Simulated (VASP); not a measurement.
# NaCl: elastic constants with LDA

NaCl:

```
Na Cl
1.0
     0.00000    2.50917    2.50917
     2.50917    0.00000    2.50917
     2.50917    2.50917    0.00000
Na Cl
1 1
Direct
  0.00000 0.00000 0.00000
  0.50000 0.50000 0.50000
```

```json
{"Program": "VASP 6.6.1", "Task": "elastic constants", "Functional": "LDA", "Potentials or basis": "VASP PAW LDA potentials, release 64 (Na_pv, Cl)", "Cutoff": "600 eV", "k mesh": "8 × 8 × 8", "Occupations": "gaussian, width 0.01 eV", "Spin": "no spin polarisation", "Dipole correction": "no", "Ions in elastic constants": "relaxed", "Further INCAR settings": "ALGO = Normal; EDIFF = 1e-08; IBRION = 6; POTIM = 0.015; NSW = 1; ISIF = 3"}
```

```yaml
Elastic_constants_C11_C12_C44: 203, 19, 13 GPa
Voigt_bulk_modulus: 80 GPa
Highest_phonon_frequency_at_Γ_LO-TO_splitting_left_out: 317 cm⁻¹
```

Phonon frequencies in cm⁻¹ (negative: imaginary):
```
              q point        frequencies
(0.000, 0.000, 0.000)  0 0 0 317 317 317
```

Elastic tensor in Voigt notation (GPa, in the Cartesian axes of the cell as first typed):
```
203  19  19   0   0   0
 19 203  19   0   0   0
 19  19 203   0   0   0
  0   0   0  13   0   0
  0   0   0   0  13   0
  0   0   0   0   0  13
```

Clamped-ion elastic tensor (GPa):
```
203  19  19   0   0   0
 19 203  19   0   0   0
 19  19 203   0   0   0
  0   0   0  13   0   0
  0   0   0   0  13   0
  0   0   0   0   0  13
```

It took 7.5 min on 1 thread of AMD EPYC 9R45 (Zen 5), with other jobs on the host, peak memory 0.18 GiB.

Caveat: the cell is under stress, which shifts elastic constants.
